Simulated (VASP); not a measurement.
# Hf2H5: single point with PBE

The system is Hf2H5.

```
Hf H
1.0
     3.20885    0.00000    0.00000
    -1.60443    2.77895    0.00000
     0.00000    0.00000   16.54389
Hf H
4 10
Direct
  0.33333 0.66667 0.58809
  0.00000 0.00000 0.76320
  0.66667 0.33333 0.41191
  0.00000 0.00000 0.23680
  0.00000 0.00000 0.02273
  0.00000 0.00000 0.97727
  0.66667 0.33333 0.53879
  0.00000 0.00000 0.63987
  0.33333 0.66667 0.71603
  0.66667 0.33333 0.81968
  0.33333 0.66667 0.46121
  0.00000 0.00000 0.36013
  0.66667 0.33333 0.28397
  0.33333 0.66667 0.18032
```

| Quantity | Value |
| --- | --- |
| Program | VASP 6.6.1 |
| Task | single point |
| Functional | PBE |
| Potentials or basis | VASP PAW PBE potentials, release 64 (Hf_pv, H) |
| Cutoff | 520 eV |
| k mesh | 12 × 12 × 2 |
| Occupations | gaussian, width 0.1 eV |
| Spin | no spin polarisation |

```
Pressure               : -0.6 GPa
Largest force          : 0.029 eV/Å
Band gap on the k mesh : zero (bands 25 and 26 overlap by 0.69 eV)
```

Forces in eV/Å, atoms in the order of the input:
```
Hf   0.000  0.000  0.009
Hf   0.000  0.000 -0.029
Hf   0.000  0.000 -0.009
Hf   0.000  0.000  0.029
H    0.000  0.000 -0.016
H    0.000  0.000  0.016
H    0.000  0.000  0.002
H    0.000  0.000 -0.001
H    0.000  0.000  0.003
H    0.000  0.000 -0.015
H    0.000  0.000 -0.002
H    0.000  0.000  0.001
H    0.000  0.000 -0.003
H    0.000  0.000  0.015
```

Levels at points of the mesh, in eV from the Fermi level:
| k point | band 23 | band 24 | band 25 | band 26 | band 27 | band 28 |
| --- | --- | --- | --- | --- | --- | --- |
| (0.00, 0.00, 0.00) | 0.35 | 0.35 | 0.35 | 0.35 | 0.73 | 0.73 |
| (0.50, 0.00, 0.00) | -2.57 | -1.57 | -0.91 | 0.71 | 1.51 | 1.95 |
| (0.00, 0.00, 0.50) | 0.35 | 0.35 | 0.35 | 0.35 | 0.73 | 0.73 |
| (0.50, 0.00, 0.50) | -2.57 | -1.58 | -0.91 | 0.71 | 1.51 | 1.94 |

Run time: 3.1 min on 1 thread of AMD EPYC 9R45 96-Core Processor (Zen 5), with other jobs on the host, peak memory 0.31 GiB.

Caveat: spin-orbit coupling is left out, which moves the levels of the heavy elements.
